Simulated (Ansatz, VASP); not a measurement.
## BeTe: VASP beside Ansatz

```
Be Te
1.0
     2.80012    2.80012    0.00000
    -2.80012    2.80012    0.00000
     0.00000    2.80012    2.84991
Be Te
1 1
Cartesian
  0.0000 0.0000 0.0000
  1.4001 4.2002 1.4250
```

Change from the starting cell: film at in-plane strain -0.01.

Alike in both runs: task single point; functional r2SCAN; k mesh 8 × 8 × 8; no spin polarisation.

|  | VASP | Ansatz |
| --- | --- | --- |
| version | VASP 6.6.1 | Ansatz 0.2.0 |
| potentials or method | VASP PAW PBE potentials, release 64 (Be, Te) | PAW with Ansatz's default frozen-core files, scalar-relativistic |
| plane-wave cutoff (eV) | 520 | 500 |
| occupations | gaussian, width 0.01 eV | fixed |
| valence electrons in the cell | 8 | 18 |

VASP gave:

| Quantity | Value |
| --- | --- |
| gap on the k mesh at the Fermi level (eV) | 2.26 |
| pressure (GPa) | 1.0 |
| traceless stress, the component that is largest in VASP (GPa) | -0.77 |

**Question.** Which values does Ansatz return?

**Answer.** gap on the k mesh at the Fermi level (eV): 2.27; pressure (GPa): 0.8; traceless stress, the component that is largest in VASP (GPa): -0.77.

VASP's potentials were made for PBE, not for r2SCAN. VASP's potentials hold 8 valence electrons a cell and Ansatz's 18, so a difference there can come from the potentials and not from the codes.

Spin-orbit coupling is off throughout.
